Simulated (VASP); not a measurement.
Input of a VASP 6.6.1 run:

The input INCAR:

```
SYSTEM = BN
PREC = Accurate
ENCUT = 520
EDIFF = 1E-6
ISMEAR = 0
SIGMA = 0.05
LREAL = .FALSE.
LASPH = .TRUE.
NELM = 100
ALGO = Normal
ISIF = 2
LWAVE = .FALSE.
LCHARG = .FALSE.
GGA = PS
NBANDS = 11
```

Contents of KPOINTS:

```
Automatic mesh
0
G
  12 12 12
  0 0 0
```

Contents of POSCAR:

```
BN
1.0
    0.0000000000      2.0351272637      1.4388349754
    2.0351272637      0.0000000000      1.4388349754
    2.0351272637      2.0351272637      0.0000000000
B N
1 1
Direct
    0.0000000000      0.0000000000      0.0000000000
    0.7500000000      0.7500000000      0.7500000000
```

Potentials or basis: VASP PAW PBE potentials, release 64 (B, N).

Launch:

```sh
$ cat potpaw_PBE.64/B/POTCAR potpaw_PBE.64/N/POTCAR > POTCAR
$ mpirun -np 1 vasp_std > vasp.out
```

What does it give for the pressure?

-10.0 GPa.

Predict the band gap on the k mesh.

0.61 eV, indirect (least direct gap 5.98 eV).

Stress tensor (GPa, compression positive):
```
-53.20   0.00   0.00
  0.00 -53.20   0.00
  0.00   0.00  76.54
```

Caveat: the PAW data sets were made with another functional, which shifts forces and pressure a little. A k mesh can miss the band edges.
